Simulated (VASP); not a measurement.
# FeO (Wuestite) (R-3m) in VASP: a series of runs

Aim: see how the results for FeO (Wuestite) move with the level of theory and the settings. Levels: PBE, PBEsol. Tasks: single point.

Everything below comes from runs of VASP 6.6.1. Logs are shortened: lines on timing, memory, paths and dates and some standing lists are left out, and cuts for length are marked.

**1. The cell of the first run**

The structure is trigonal, space group R-3m (No. 166). The conventional cell has a = 3.038 Å, b = 3.038 Å, c = 7.559 Å, α = 90.00°, β = 90.00°, γ = 120.00°. Within 2.9 Å of Fe (site symmetry -3m) lie 6 O at 2.16 Å. Within 2.9 Å of O (site symmetry -3m) lie 6 Fe at 2.16 Å.

**2. Single point, PBE, collinear spin, ferromagnetic start**

File INCAR:

```
SYSTEM = FeO
PREC = Accurate ; ENCUT = 520
EDIFF = 1E-7 ; ISMEAR = -1
SIGMA = 0.05 ; LREAL = .False.
LASPH = .True. ; NELM = 150
ALGO = Normal ; ISIF = 2
LWAVE = .False. ; LCHARG = .False.
ISPIN = 2 ; MAGMOM = 3 0
LORBIT = 11 ; LMAXMIX = 4
GGA = PE ; NBANDS = 18
```

File KPOINTS:

```
Automatic mesh
0
Gamma
  11 11 11
  0 0 0
```

File POSCAR:

```
FeO
1.0
    1.5188209023      0.8768916568      2.5195772846
   -1.5188209023      0.8768916568      2.5195772846
    0.0000000000     -1.7537833136      2.5195772846
Fe O
1 1
Direct
    0.0000000000      0.0000000000      0.0000000000
    0.5000000000      0.5000000000      0.5000000000
```

Potentials or basis: VASP PAW PBE potentials, release 64 (Fe, O).

Started as:

```bash
cat potpaw_PBE.64/Fe/POTCAR potpaw_PBE.64/O/POTCAR > POTCAR
mpirun -np 1 vasp_std > vasp.out
```

OUTCAR:

```text
SYSTEM = FeO
   PREC = Accurate
   ENCUT = 520
   EDIFF = 1E-7
   ISMEAR = -1
   LREAL = .False.
   LASPH = .True.
   NELM = 150
   ISIF = 2
   ISPIN = 2
   LORBIT = 11
   GGA = PE

 ion  position               nearest neighbor table
   1  0.000  0.000  0.000-   2 2.16   2 2.16   2 2.16   2 2.16   2 2.16   2 2.16
   2  0.500  0.500  0.500-   1 2.16   1 2.16   1 2.16   1 2.16   1 2.16   1 2.16

  LATTYP: Found a trigonal (rhomboedric) cell.
 ALAT       =     3.0698575869
 COS(alpha) =     0.5104391626

  Lattice vectors:

 A1 = (   1.5188209023,   0.8768916568,   2.5195772846)
 A2 = (  -1.5188209023,   0.8768916568,   2.5195772846)
 A3 = (   0.0000000000,  -1.7537833136,   2.5195772846)

Analysis of symmetry for initial positions (statically):
=====================================================================
 Subroutine PRICEL returns:
 Original cell was already a primitive cell.

 Routine SETGRP: Setting up the symmetry group for a
 trigonal (rhombohedral) supercell.

 Subroutine GETGRP returns: Found 12 space group operations
 (whereof 12 operations were pure point group operations)
 out of a pool of 12 trial point group operations.

The static configuration has the point symmetry D_3d.

Analysis of symmetry for dynamics (positions and initial velocities):
=====================================================================
 Subroutine PRICEL returns:
 Original cell was already a primitive cell.

 Routine SETGRP: Setting up the symmetry group for a
 trigonal (rhombohedral) supercell.

 Subroutine GETGRP returns: Found 12 space group operations
 (whereof 12 operations were pure point group operations)
 out of a pool of 12 trial point group operations.

The dynamic configuration has the point symmetry D_3d.

Analysis of structural, dynamic, and magnetic symmetry:
=====================================================================
 Subroutine PRICEL returns:
 Original cell was already a primitive cell.

 Routine SETGRP: Setting up the symmetry group for a
 trigonal (rhombohedral) supercell.

 Subroutine GETGRP returns: Found 12 space group operations
 (whereof 12 operations were pure point group operations)
 out of a pool of 12 trial point group operations.

The overall configuration has the point symmetry D_3d.

 Subroutine INISYM returns: Found 12 space group operations
 (whereof 12 operations are pure point group operations),
 and found     1 'primitive' translations

----------------------------------------------------------------------------------------

                                     Primitive cell

  volume of cell :      20.1341

  direct lattice vectors                    reciprocal lattice vectors
     1.518820902  0.876891657  2.519577285     0.329202738  0.190065290  0.132297324
    -1.518820902  0.876891657  2.519577285    -0.329202738  0.190065290  0.132297324
     0.000000000 -1.753783314  2.519577285     0.000000000 -0.380130579  0.132297324

  length of vectors
     3.069857587  3.069857587  3.069857587     0.402494521  0.402494521  0.402494521

  position of ions in fractional coordinates (direct lattice)
     0.000000000  0.000000000  0.000000000
     0.500000000  0.500000000  0.500000000

  ion indices of the primitive-cell ions
   primitive index   ion index
                 1           1
                 2           2

----------------------------------------------------------------------------------------

 KPOINTS: Automatic mesh

Automatic generation of k-mesh.
 Grid dimensions read from file:
 generate k-points for:   11   11   11

 Generating k-lattice:

  Cartesian coordinates                     Fractional coordinates (reciprocal lattice)
     0.029927522  0.017278663  0.012027029     0.090909091 -0.000000000  0.000000000
    -0.029927522  0.017278663  0.012027029    -0.000000000  0.090909091  0.000000000
     0.000000000 -0.034557325  0.012027029     0.000000000  0.000000000  0.090909091

  Length of vectors
     0.036590411  0.036590411  0.036590411

  Shift w.r.t. Gamma in fractional coordinates (k-lattice)
[... 56 lines left out ...]
[... 10 lines left out ...]
     17      32.7484      0.00000
     18      34.4770      0.00000

 [... further k-points ...]

 spin component 2

 k-point     1 :       0.0000    0.0000    0.0000
  band No.  band energies     occupation
      1     -14.0031      1.00000
      2       2.8541      1.00000
      3       2.9568      1.00000
      4       2.9568      1.00000
      5       5.3565      1.00000
      6       5.4420      1.00000
[... 10 lines left out ...]
     17      28.3717      0.00000
     18      30.9085      0.00000

 k-point     2 :       0.0909    0.0000   -0.0000
  band No.  band energies     occupation
      1     -13.9207      1.00000
      2       2.3039      1.00000
      3       2.6261      1.00000
      4       2.7165      1.00000
      5       5.4610      1.00000
      6       5.5413      0.99999
[... 10 lines left out ...]
     17      29.1487      0.00000
     18      32.2983      0.00000

 k-point     3 :       0.1818    0.0000   -0.0000
  band No.  band energies     occupation
      1     -13.6918      1.00000
      2       1.0607      1.00000
      3       2.1100      1.00000
      4       2.2043      1.00000
      5       5.7012      0.99984
      6       5.7356      0.99969
[... 10 lines left out ...]
     17      31.0924      0.00000
     18      34.3744      0.00000

 k-point     4 :       0.2727    0.0000    0.0000
  band No.  band energies     occupation
      1     -13.3711      1.00000
      2      -0.1842      1.00000
      3       1.5903      1.00000
      4       1.6871      1.00000
      5       6.0051      0.93599
      6       6.0214      0.91359
[... 375 lines left out ...]
      4       1.0481      1.00000
      5       6.3682      0.01016
      6       6.4041      0.00498
[... 10 lines left out ...]
     17      33.4717      0.00000
     18      34.5970      0.00000

 k-point    23 :      -0.2727    0.1818    0.0000
  band No.  band energies     occupation
      1     -13.0240      1.00000
      2      -0.7915      1.00000
      3       1.0396      1.00000
      4       1.1774      1.00000
      5       6.1149      0.61931
      6       6.2688      0.06975
[... 10 lines left out ...]
     17      33.4128      0.00000
     18      35.0847      0.00000

 k-point    24 :      -0.1818    0.1818    0.0000
  band No.  band energies     occupation
      1     -13.2881      1.00000
      2      -0.2005      1.00000
      3       1.4350      1.00000
      4       1.5400      1.00000
      5       5.8708      0.99537
      6       6.0883      0.73496
[... 10 lines left out ...]
     17      33.5801      0.00000
     18      35.1770      0.00000

 [... further k-points ...]
[... 5 lines left out ...]
  --------------------------------------------------------------------------------------
  -------------------------------------------------------------------------------------
  Total       -0.0929863     -0.0929863     -0.2183634      0.0000000     -0.0000000      0.0000000
  in kB       -7.3994250     -7.3994250    -17.3763676      0.0000000     -0.0000000      0.0000000
  external PRESSURE =     -10.7250725 kB  Pullay stress =       0.0000000 kB

 VOLUME and BASIS-vectors are now :
 -----------------------------------------------------------------------------
  energy-cutoff  :      520.00
  volume of cell :       20.13
      direct lattice vectors                 reciprocal lattice vectors
     1.518820902  0.876891657  2.519577285     0.329202738  0.190065290  0.132297324
    -1.518820902  0.876891657  2.519577285    -0.329202738  0.190065290  0.132297324
     0.000000000 -1.753783314  2.519577285     0.000000000 -0.380130579  0.132297324

 POSITION                                       TOTAL-FORCE (eV/Angst)
 -----------------------------------------------------------------------------------
      0.00000      0.00000      0.00000         0.000000     -0.000000     -0.000000
      0.00000      0.00000      3.77937        -0.000000      0.000000      0.000000
 -----------------------------------------------------------------------------------
    total drift:                               -0.000000      0.000000     -0.000000

  FREE ENERGIE OF THE ION-ELECTRON SYSTEM (eV)
  ---------------------------------------------------
  free  energy   TOTEN  =       -14.9349569573 eV

  energy  without entropy=      -14.9230499066  energy(sigma->0) =      -14.92900343

 total charge

# of ion       s       p       d       tot
------------------------------------------
    1        0.286   0.355   6.082   6.723
    2        1.556   3.435   0.000   4.991
--------------------------------------------------
tot          1.842   3.789   6.082  11.714

 magnetization (x)

# of ion       s       p       d       tot
------------------------------------------
    1        0.027   0.021   3.571   3.619
    2        0.030   0.271   0.000   0.301
--------------------------------------------------
tot          0.057   0.292   3.571   3.920
```

Wall time 88 s (1 thread of Intel Xeon Platinum 8259CL at 2.50GHz (Skylake/Cascade Lake), shared host); peak memory 0.21 GiB.

What came out:

* Free energy: -14.9350 eV
* Pressure: -1.1 GPa
* Band gap on the k mesh: zero (filled and empty bands overlap)
* Net moment: 4.00 μB per cell
* Site moments: Fe +3.62; O +0.30 μB
* Valence electrons inside the program's atomic spheres: Fe 6.72; O 4.99

Stress tensor (GPa, compression positive):
```
-0.74  0.00  0.00
 0.00 -0.74  0.00
 0.00  0.00 -1.74
```

Caveat: a cell with one magnetic atom can't hold antiferromagnetic order, which such compounds often take; semilocal functionals often make such compounds metallic where correlation or magnetic order opens a gap, which also shifts bond lengths. With open d or f shells a metallic result of PBE can be an artefact of self-interaction; +U or a hybrid may open a gap.

**3. Single point, PBE, collinear spin, ferromagnetic start**

This run uses another cell than the first one, of 10.27 Å³/atom, 1.020 times its volume.

File INCAR:

```
PREC     = Accurate       # precision mode
ENCUT    = 520            # plane-wave cutoff, eV
EDIFF    = 1E-6           # SCF threshold, eV
ISMEAR   = -1             # smearing method
SIGMA    = 0.05           # smearing width, eV
LREAL    = F              # projectors in reciprocal space
LASPH    = T              # aspherical terms in the spheres
NELM     = 150            # most SCF steps
ALGO     = Normal         # electronic algorithm
ISIF     = 2              # what is computed and relaxed
LWAVE    = F              # write WAVECAR
LCHARG   = F              # write CHGCAR
ISPIN    = 2              # spin polarisation
MAGMOM   = 3 0            # initial moments
LORBIT   = 11             # projections on sites
LMAXMIX  = 4              # l up to which the mixer works
GGA      = PE             # functional
NBANDS   = 18             # bands
```

File KPOINTS:

```
regular mesh
0
Gamma
  11 11 11
```

File POSCAR:

```
FeO
1.0
    1.5288796120      0.8826990556      2.5362637132
   -1.5288796120      0.8826990556      2.5362637132
    0.0000000000     -1.7653981111      2.5362637132
Fe O
1 1
Direct
    0.0000000000      0.0000000000      0.0000000000
    0.5000000000      0.5000000000      0.5000000000
```

Potentials or basis: VASP PAW PBE potentials, release 64 (Fe, O).

Started as:

```bash
cat potpaw_PBE.64/Fe/POTCAR potpaw_PBE.64/O/POTCAR > POTCAR
mpirun -np 1 vasp_std > vasp.out
```

Run time: 77 s. Hardware: 1 thread of Intel Xeon Platinum 8259CL at 2.50GHz (Skylake/Cascade Lake), shared host; peak memory 0.21 GiB.

It converged, with:

```yaml
Free_energy: -14.9282 eV
Pressure: -4.6 GPa
Band_gap_on_the_k_mesh: zero (filled and empty bands overlap)
Net_moment: 4.00 μB per cell
Site_moments: Fe +3.62; O +0.30 μB
Valence_electrons_inside_the_program's_atomic_spheres: Fe 6.69; O 4.98
```

Stress tensor (GPa, compression positive):
```
-4.25  0.00  0.00
 0.00 -4.25  0.00
 0.00  0.00 -5.29
```

Levels at points of the mesh, in eV from the Fermi level:
Spin up:
```tsv
k point	band 6	band 7	band 8	band 9	band 10	band 11	band 12	band 13
(0.00, 0.00, 0.00)	-3.67	-3.67	-3.67	-3.67	-0.04	15.38	16.56	16.97
```
Spin down:
```tsv
k point	band 3	band 4	band 5	band 6	band 7	band 8
(0.00, 0.00, 0.00)	-3.12	-3.12	-0.76	-0.67	-0.67	0.21
```

Caveat: a cell with one magnetic atom can't hold antiferromagnetic order, which such compounds often take; semilocal functionals often make such compounds metallic where correlation or magnetic order opens a gap, which also shifts bond lengths.

**4. Single point, PBE, collinear spin, ferromagnetic start**

This run uses another cell than the first one, of 10.47 Å³/atom, 1.040 times its volume.

File INCAR:

```
PREC = Accurate
ENCUT = 520
EDIFF = 1E-7
ISMEAR = -1
SIGMA = 0.05
LREAL = False
LASPH = True
NELM = 150
ALGO = Normal
ISIF = 2
LWAVE = False
LCHARG = False
ISPIN = 2
MAGMOM = 3 0
LORBIT = 11
LMAXMIX = 4
GGA = PE
NBANDS = 18
```

KPOINTS is that of step 3.

File POSCAR:

```
FeO
1.0
    1.5388076799      0.8884310282      2.5527334195
   -1.5388076799      0.8884310282      2.5527334195
    0.0000000000     -1.7768620564      2.5527334195
Fe O
1 1
Direct
    0.0000000000      0.0000000000      0.0000000000
    0.5000000000      0.5000000000      0.5000000000
```

Started as:

```bash
cat potpaw_PBE.64/Fe/POTCAR potpaw_PBE.64/O/POTCAR > POTCAR
mpirun -np 1 vasp_std > vasp.out
```

Run time: 85 s. Hardware: 1 thread of Intel Xeon Platinum 8259CL at 2.50GHz (Skylake/Cascade Lake), shared host; peak memory 0.21 GiB.

Results (log left out):

| Property | Result |
| --- | --- |
| Free energy | -14.9133 eV |
| Pressure | -7.6 GPa |
| Band gap on the k mesh | zero (filled and empty bands overlap) |
| Net moment | 4.00 μB per cell |
| Site moments | Fe +3.62; O +0.29 μB |
| Valence electrons inside the program's atomic spheres | Fe 6.66; O 4.97 |

Stress tensor (GPa, compression positive):
```
-7.23  0.00  0.00
 0.00 -7.23  0.00
 0.00  0.00 -8.31
```

Levels at points of the mesh, in eV from the Fermi level:
Spin up:
| k point | band 7 | band 8 | band 9 | band 10 | band 11 | band 12 |
| --- | --- | --- | --- | --- | --- | --- |
| (0.00, 0.00, 0.00) | -3.66 | -3.60 | -3.60 | -0.14 | 15.31 | 16.41 |
Spin down:
```
           k point  band 2  band 3  band 4  band 5  band 6  band 7  band 8  band 9
(0.00, 0.00, 0.00)   -3.16   -3.06   -3.06   -0.73   -0.65   -0.65    0.21    0.21
```

Caveat: a cell with one magnetic atom can't hold antiferromagnetic order, which such compounds often take; semilocal functionals often make such compounds metallic where correlation or magnetic order opens a gap, which also shifts bond lengths. With open d or f shells a metallic result of PBE can be an artefact of self-interaction; +U or a hybrid may open a gap.

**5. Single point, PBEsol, collinear spin, ferromagnetic start**

This run uses another cell than the first one, of 8.39 Å³/atom, 0.834 times its volume.

File INCAR:

```
SYSTEM = FeO
PREC = Accurate
ENCUT = 520
EDIFF = 1E-6
ISMEAR = -1
SIGMA = 0.05
LREAL = .False.
LASPH = .True.
NELM = 150
ALGO = Normal
ISIF = 2
LWAVE = .False.
LCHARG = .True.
ISPIN = 2
MAGMOM = 3 0
LORBIT = 11
LMAXMIX = 4
GGA = PS
LELF = .True.
LVHAR = .True.
NBANDS = 18
```

File KPOINTS:

```
regular mesh
0
Gamma
  11 11 11
  0 0 0
```

File POSCAR:

```
FeO
1.0
    1.4304862097      0.8258915983      2.3683416657
   -1.4304862097      0.8258915983      2.3683416657
    0.0000000000     -1.6517831965      2.3683416657
Fe O
1 1
Direct
    0.0000000000      0.0000000000      0.0000000000
    0.5000000000      0.5000000000      0.5000000000
```

Started as:

```bash
cat potpaw_PBE.64/Fe/POTCAR potpaw_PBE.64/O/POTCAR > POTCAR
mpirun -np 1 vasp_std > vasp.out
```

Run time: 30 s. Hardware: 1 thread of Intel Xeon 6975P-C (Granite Rapids), shared host; peak memory 0.2 GiB.

The run converged, but its numbers aren't listed here, since they failed a check.

Caveat: the PAW data sets were made with another functional, which shifts forces and pressure a little; a cell with one magnetic atom can't hold antiferromagnetic order, which such compounds often take; semilocal functionals often make such compounds metallic where correlation or magnetic order opens a gap, which also shifts bond lengths.

**6. Single point, PBEsol, collinear spin, ferromagnetic start**

This run uses another cell than the first one, of 8.75 Å³/atom, 0.869 times its volume.

File INCAR:

```
SYSTEM = FeO
  ALGO = Normal
  EDIFF = 1E-6
  ENCUT = 520
  GGA = PS
  ISIF = 2
  ISMEAR = -1
  ISPIN = 2
  LASPH = .True.
  LCHARG = .False.
  LMAXMIX = 4
  LORBIT = 11
  LREAL = .False.
  LWAVE = .False.
  MAGMOM = 3 0
  NBANDS = 18
  NELM = 150
  PREC = Accurate
  SIGMA = 0.05
```

File KPOINTS:

```
k-points
0
Gamma
  11 11 11
  0 0 0
```

File POSCAR:

```
FeO
1.0
    1.4567043325      0.8410286385      2.3800062297
   -1.4567043325      0.8410286385      2.3800062297
    0.0000000000     -1.6820572770      2.3800062297
Fe O
1 1
Direct
    0.0000000000      0.0000000000      0.0000000000
    0.5000000000      0.5000000000      0.5000000000
```

Potentials or basis: VASP PAW PBE potentials, release 64 (Fe, O).

Started as:

```bash
cat potpaw_PBE.64/Fe/POTCAR potpaw_PBE.64/O/POTCAR > POTCAR
mpirun -np 1 vasp_std > vasp.out
```

Wall time 35 s (1 thread of Intel Xeon 6975P-C (Granite Rapids), shared host); peak memory 0.2 GiB.

Results (log left out):

- Free energy: -15.7567 eV
- Pressure: 20.8 GPa
- Net moment: 3.83 μB per cell
- Site moments: Fe +3.47; O +0.29 μB
- Valence electrons inside the program's atomic spheres: Fe 7.02; O 5.04

Levels at points of the mesh, in eV from the Fermi level:
Spin up:
```csv
k point,band 6,band 7,band 8,band 9,band 10,band 11,band 12,band 13
"(0.00, 0.00, 0.00)",-3.98,-3.98,-3.64,-3.64,0.85,15.71,18.07,18.09
```
Spin down:
| k point | band 3 | band 4 | band 5 | band 6 | band 7 | band 8 |
| --- | --- | --- | --- | --- | --- | --- |
| (0.00, 0.00, 0.00) | -3.77 | -3.77 | -1.01 | -1.00 | -1.00 | -0.01 |

Caveat: the PAW data sets were made with another functional, which shifts forces and pressure a little; a cell with one magnetic atom can't hold antiferromagnetic order, which such compounds often take; semilocal functionals often make such compounds metallic where correlation or magnetic order opens a gap, which also shifts bond lengths.

**7. Overview**

```tsv
level	cell	gap on the mesh (eV)	pressure (GPa)	moment (μB)
PBE	a = 3.070 Å, angles 59.3°, 2 atoms	none	-1.1	4.00
PBE	a = 3.090 Å, angles 59.3°, 2 atoms	none	-4.6	4.00
PBE	a = 3.110 Å, angles 59.3°, 2 atoms	none	-7.6	4.00
PBEsol	a = 2.914 Å, angles 60.0°, 2 atoms	none	20.8	3.83
```

Alike in all rows: task single point; potentials or basis VASP PAW PBE potentials, release 64 (Fe, O); spin collinear, ferromagnetic start; k mesh 11 × 11 × 11; cutoff (eV) 520; smearing fermi-dirac 0.05 eV.

Caveats: a cell with one magnetic atom can't hold antiferromagnetic order, which such compounds often take; semilocal functionals often make such compounds metallic where correlation or magnetic order opens a gap, which also shifts bond lengths; the PAW data sets were made with another functional, which shifts forces and pressure a little (some runs).

Total energies depend on the potentials used, so only differences within one code and one set of settings carry meaning.
